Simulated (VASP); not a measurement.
# GaSb (Immm) in VASP: notebook, part 2 of 2

VASP 6.6.1. The steps go on from the part before.

## 3. Single point, LDA (22.14 Å³/atom)

INCAR

```
SYSTEM = GaSb
ALGO = Fast ; EDIFF = 1E-7
ENCUT = 520 ; GGA = CA
ISIF = 2 ; ISMEAR = 0
LASPH = .True. ; LCHARG = .False.
LREAL = .False. ; LWAVE = .False.
NBANDS = 16 ; NELM = 80
PREC = Accurate ; SIGMA = 0.15
```

KPOINTS

```
k-points
0
Gamma
  18 18 18
  0 0 0
```

POSCAR

```
GaSb
1.0
   -1.4939442345      2.5733623399      2.8800335176
    1.4939442345     -2.5733623399      2.8800335176
    1.4939442345      2.5733623399     -2.8800335176
Ga Sb
1 1
Direct
    0.0000000000      0.0000000000      0.0000000000
    0.5000000000      0.5000000000      0.0000000000
```

Potentials or basis: VASP PAW LDA potentials, release 64 (Ga_d, Sb).

Command:

```bash
> cat potpaw_LDA.64/Ga_d/POTCAR potpaw_LDA.64/Sb/POTCAR > POTCAR
> mpirun -np 1 vasp_std > vasp.out
```

OUTCAR:

```text
SYSTEM = GaSb
   EDIFF = 1E-7
   ENCUT = 520
   GGA = CA
   ISIF = 2
   ISMEAR = 0
   LASPH = .True.
   LREAL = .False.
   NELM = 80
   PREC = Accurate

 ion  position               nearest neighbor table
   1  0.000  0.000  0.000-   2 2.88   2 2.88   2 2.98   2 2.98   2 2.98   2 2.98
   2  0.500  0.500  0.000-   1 2.88   1 2.88   1 2.98   1 2.98   1 2.98   1 2.98

  LATTYP: Found a body centered orthorhombic cell.
 ALAT       =     2.9878884690
 B/A-ratio  =     1.7225290479
 C/A-ratio  =     1.9278052360

  Lattice vectors:

 A1 = (  -1.4939442345,   2.5733623399,   2.8800335176)
 A2 = (   1.4939442345,  -2.5733623399,   2.8800335176)
 A3 = (   1.4939442345,   2.5733623399,  -2.8800335176)

Analysis of symmetry for initial positions (statically):
=====================================================================
 Subroutine PRICEL returns:
 Original cell was already a primitive cell.

 Routine SETGRP: Setting up the symmetry group for a
 body centered orthorhombic supercell.

 Subroutine GETGRP returns: Found  8 space group operations
 (whereof  8 operations were pure point group operations)
 out of a pool of  8 trial point group operations.

The static configuration has the point symmetry D_2h.

Analysis of symmetry for dynamics (positions and initial velocities):
=====================================================================
 Subroutine PRICEL returns:
 Original cell was already a primitive cell.

 Routine SETGRP: Setting up the symmetry group for a
 body centered orthorhombic supercell.

 Subroutine GETGRP returns: Found  8 space group operations
 (whereof  8 operations were pure point group operations)
 out of a pool of  8 trial point group operations.

The dynamic configuration has the point symmetry D_2h.

 Subroutine INISYM returns: Found  8 space group operations
 (whereof  8 operations are pure point group operations),
 and found     1 'primitive' translations

----------------------------------------------------------------------------------------

                                     Primitive cell

  volume of cell :      44.2887

  direct lattice vectors                    reciprocal lattice vectors
    -1.493944235  2.573362340  2.880033518     0.000000000  0.194298328  0.173609091
     1.493944235 -2.573362340  2.880033518     0.334684514  0.000000000  0.173609091
     1.493944235  2.573362340 -2.880033518     0.334684514  0.194298328  0.000000000

  length of vectors
     4.141093596  4.141093596  4.141093596     0.260560850  0.377032943  0.386995561

  position of ions in fractional coordinates (direct lattice)
     0.000000000  0.000000000  0.000000000
     0.500000000  0.500000000  0.000000000

  ion indices of the primitive-cell ions
   primitive index   ion index
                 1           1
                 2           2

----------------------------------------------------------------------------------------

 KPOINTS: k-points

Automatic generation of k-mesh.
 Grid dimensions read from file:
 generate k-points for:   18   18   18

 Generating k-lattice:

  Cartesian coordinates                     Fractional coordinates (reciprocal lattice)
     0.000000000  0.010794352  0.009644949     0.055555556  0.000000000  0.000000000
     0.018593584  0.000000000  0.009644949     0.000000000  0.055555556 -0.000000000
     0.018593584  0.010794352  0.000000000     0.000000000 -0.000000000  0.055555556

  Length of vectors
     0.014475603  0.020946275  0.021499753

  Shift w.r.t. Gamma in fractional coordinates (k-lattice)
     0.000000000  0.000000000  0.000000000

 Subroutine IBZKPT returns following result:
 ===========================================

 Found    865 irreducible k-points:

 Following reciprocal coordinates:
            Coordinates               Weight
  0.000000  0.000000  0.000000      1.000000
  0.055556 -0.000000  0.000000      4.000000
  0.111111 -0.000000  0.000000      4.000000
  0.166667  0.000000  0.000000      4.000000
  0.222222 -0.000000  0.000000      4.000000
  0.277778 -0.000000  0.000000      4.000000
[... 16 lines left out ...]
 -0.333333  0.055556 -0.000000      8.000000
 -0.277778  0.055556 -0.000000      8.000000
 [... further k-points ...]
   k-points           NKPTS =    865   k-points in BZ     NKDIM =    865   number of bands    NBANDS=     16
   number of dos      NEDOS =    301   number of ions     NIONS =      2
   total plane-waves  NPLWV =  32768
   dimension x,y,z NGX =    32 NGY =   32 NGZ =   32
   dimension x,y,z NGXF=    64 NGYF=   64 NGZF=   64
   ions per type =               1   1
   NGX,Y,Z   is equivalent  to a cutoff of  12.85, 12.85, 12.85 a.u.
   NGXF,Y,Z  is equivalent  to a cutoff of  25.69, 25.69, 25.69 a.u.
 SYSTEM =  GaSb
   PREC   = accura    normal or accurate (medium, high low for compatibility)
   ISTART =      0    job   : 0-new  1-cont  2-samecut
   ICHARG =      2    charge: 1-file 2-atom 10-const
   ISPIN  =      1    spin polarized calculation?
   LNONCOLLINEAR =      F non collinear calculations
   LSORBIT =      F    spin-orbit coupling
   LASPH  =      T    aspherical Exc in radial PAW
   ENCUT  =  520.0 eV  38.22 Ry    6.18 a.u.   7.70  7.70  7.70*2*pi/ulx,y,z
   NELM   =     80;   NELMIN=  2; NELMDL= -5     # of ELM steps
   EDIFF  = 0.1E-06   stopping-criterion for ELM
   LREAL  =      F    real-space projection
   EDIFFG = 0.1E-05   stopping-criterion for IOM
   NSW    =      0    number of steps for IOM
   IBRION =     -1    ionic relax: 0-MD 1-quasi-New 2-CG
   NFREE  =      0    steps in history (QN), initial steepest desc. (CG)
   ISIF   =      2    stress and relaxation
   ISYM   =      2    0-nonsym 1-usesym 2-fastsym
   POTIM  = 0.5000    time-step for ionic-motion
   TEBEG  =    0.0;   TEEND  =   0.0 temperature during run
   PSTRESS=    0.0 pullay stress
   NELECT =      18.0000    total number of electrons
   NUPDOWN=      -1.0000    fix difference up-down
   EMIN   =  10.00;   EMAX   =-10.00  energy-range for DOS
   EFERMI =   0.00;   METHOD = LEGACY
   ISMEAR =     0;   SIGMA  =   0.15  broadening in eV -4-tet -1-fermi 0-gaus
   EFERMI_NEDOS =   21; number of points for ismear=-14 and -15
   IALGO  =     68    algorithm
   IMIX   =      4    mixing-type and parameters
     AMIX     =   0.40;   BMIX     =  1.00
     AMIX_MAG =   1.60;   BMIX_MAG =  1.00
  volume/ion in A,a.u.               =      22.14       149.44
  Fermi-wavevector in a.u.,A,eV,Ry     =   1.212648  2.291572 20.007570  1.470515
  Thomas-Fermi vector in A             =   2.348125
   LORBIT       =      0    0 simple, 1 ext, 2 COOP (PROOUT), +10 PAW based schemes
   GGA     = CA    functional components
   LHFCALC =     F    Hartree Fock is set to
   AEXX    =    0.0000 exact exchange contribution
   IVDW    =     0    specifies the selected vdW correction
   LEPSILON=     F    determine dielectric tensor
   LRPA    =     F    only Hartree local field effects (RPA)
 non-spin polarized calculation
 RMM-DIIS sequential band-by-band and
 Gauss-broadening in eV      SIGMA  =   0.15
  energy-cutoff  :      520.00
  volume of cell :       44.29
 maximum number of plane-waves:      1210
   NGX = 15   NGY = 15   NGZ = 15

 number of electron      18.0000007 magnetization

 Free energy of the ion-electron system (eV)
  ---------------------------------------------------
  ext. energy  EPLUGINS =         0.00000000
  ---------------------------------------------------
  free energy    TOTEN  =        -8.34141545 eV

  energy without entropy =       -8.33304916  energy(sigma->0) =       -8.33723230

 E-fermi :   7.3954     XC(G=0): -10.8544

 val. band max:        7.3948896247   @ k =  -0.2222   0.1111  -0.0000
 cond. band min:       7.3995674060   @ k =   0.2778   0.2222   0.0000
 fundamental gap:      0.0046777813
 Fermi energy:         7.3953701412

 k-point     1 :       0.0000    0.0000    0.0000
  band No.  band energies     occupation
      1      -7.7366      2.00000
      2      -7.6207      2.00000
      3      -7.6192      2.00000
      4      -7.5842      2.00000
      5      -7.5431      2.00000
      6      -5.2675      2.00000
[... 8 lines left out ...]
     15      16.3156      0.00000
     16      18.0613      0.00000
[... 419 lines left out ...]
 k-point    24 :      -0.2778    0.0556   -0.0000
  band No.  band energies     occupation
      1      -7.7266      2.00000
      2      -7.6319      2.00000
      3      -7.6114      2.00000
      4      -7.5884      2.00000
      5      -7.5445      2.00000
      6      -4.6420      2.00000
[... 8 lines left out ...]
     15      17.7328      0.00000
     16      18.7455      0.00000

 [... further k-points ...]

------------------------ aborting loop because EDIFF is reached ----------------------------------------

  FORCE on cell =-STRESS in cart. coord.  units (eV):
  Direction    XX          YY          ZZ          XY          YZ          ZX
  --------------------------------------------------------------------------------------
  -------------------------------------------------------------------------------------
  Total        1.0994047      0.3139805     -0.9263148     -0.0000000      0.0000000      0.0000000
  in kB       39.7718042     11.3584848    -33.5101471     -0.0000000      0.0000000      0.0000000
  external PRESSURE =       5.8733806 kB  Pullay stress =       0.0000000 kB

 VOLUME and BASIS-vectors are now :
 -----------------------------------------------------------------------------
  energy-cutoff  :      520.00
  volume of cell :       44.29
      direct lattice vectors                 reciprocal lattice vectors
    -1.493944235  2.573362340  2.880033518     0.000000000  0.194298328  0.173609091
     1.493944235 -2.573362340  2.880033518     0.334684514  0.000000000  0.173609091
     1.493944235  2.573362340 -2.880033518     0.334684514  0.194298328  0.000000000

 POSITION                                       TOTAL-FORCE (eV/Angst)
 -----------------------------------------------------------------------------------
      0.00000      0.00000      0.00000        -0.000000      0.000000      0.000000
      0.00000      0.00000      2.88003         0.000000     -0.000000     -0.000000
 -----------------------------------------------------------------------------------
    total drift:                                0.000000      0.000000      0.000000

  FREE ENERGIE OF THE ION-ELECTRON SYSTEM (eV)
  ---------------------------------------------------
  free  energy   TOTEN  =        -8.3414154458 eV

  energy  without entropy=       -8.3330491608  energy(sigma->0) =       -8.33723230
```

stdout:

```text
POSCAR found type information on POSCAR GaSb
 POSCAR found :  2 types and       2 ions
 scaLAPACK will be used
 LDA part: xc-table for (Slater(with rela. corr.)+CA(PZ))
 , standard interpolation
 POSCAR, INCAR and KPOINTS ok, starting setup
 FFT: planning ... GRIDC
 FFT: planning ... GRID_SOFT
 FFT: planning ... GRID
 WAVECAR not read
 entering main loop
WARNING in EDDRMM: call to ZHEGV failed, returncode =   6  3     15
WARNING in EDDRMM: call to ZHEGV failed, returncode =   8  4     15
WARNING in EDDRMM: call to ZHEGV failed, returncode =   6  3     14
WARNING in EDDRMM: call to ZHEGV failed, returncode =   8  4     15
WARNING in EDDRMM: call to ZHEGV failed, returncode =   6  3     16
WARNING in EDDRMM: call to ZHEGV failed, returncode =   8  4     15
WARNING in EDDRMM: call to ZHEGV failed, returncode =   6  3     14
WARNING in EDDRMM: call to ZHEGV failed, returncode =   8  4     15
WARNING in EDDRMM: call to ZHEGV failed, returncode =   8  4     14
WARNING in EDDRMM: call to ZHEGV failed, returncode =   8  4     14
WARNING in EDDRMM: call to ZHEGV failed, returncode =   6  3     14
WARNING in EDDRMM: call to ZHEGV failed, returncode =   8  4     14
WARNING in EDDRMM: call to ZHEGV failed, returncode =   8  4     15
WARNING in EDDRMM: call to ZHEGV failed, returncode =   8  4     12
WARNING in EDDRMM: call to ZHEGV failed, returncode =   8  4     15
WARNING in EDDRMM: call to ZHEGV failed, returncode =   6  3     11
```

Run time: 17 min. Hardware: 1 thread of Oxide Virtual Turin-like, shared host; peak memory 0.66 GiB.

Results:

* Free energy: -8.3414 eV
* Pressure: 0.6 GPa
* Band gap on the k mesh: zero (bands 9 and 10 overlap by 5.44 eV)

Levels at points of the mesh, in eV from the Fermi level:
```csv
k point,band 5,band 6,band 7,band 8,band 9,band 10,band 11,band 12,band 13,band 14
"(0.00, 0.00, 0.00)",-14.94,-12.66,-3.26,-2.71,-1.75,3.22,5.58,6.00,8.52,8.79
"(0.50, 0.00, 0.00)",-14.94,-11.13,-8.63,-0.52,1.07,2.28,2.82,5.50,7.62,9.24
"(0.00, 0.50, 0.00)",-14.91,-8.16,-6.43,-1.99,-0.51,-0.30,0.99,2.85,3.59,8.90
"(0.50, 0.50, 0.00)",-14.91,-8.01,-5.57,-3.05,-2.58,-1.73,3.16,4.27,6.86,7.84
"(0.50, 0.50, 0.50)",-14.93,-10.04,-6.19,-5.62,-5.30,3.79,7.61,9.57,11.32,11.34
```

Caveat: the stress differs along the axes, from -3 to 4 GPa; spin-orbit coupling is left out, which moves the levels of the heavy elements.
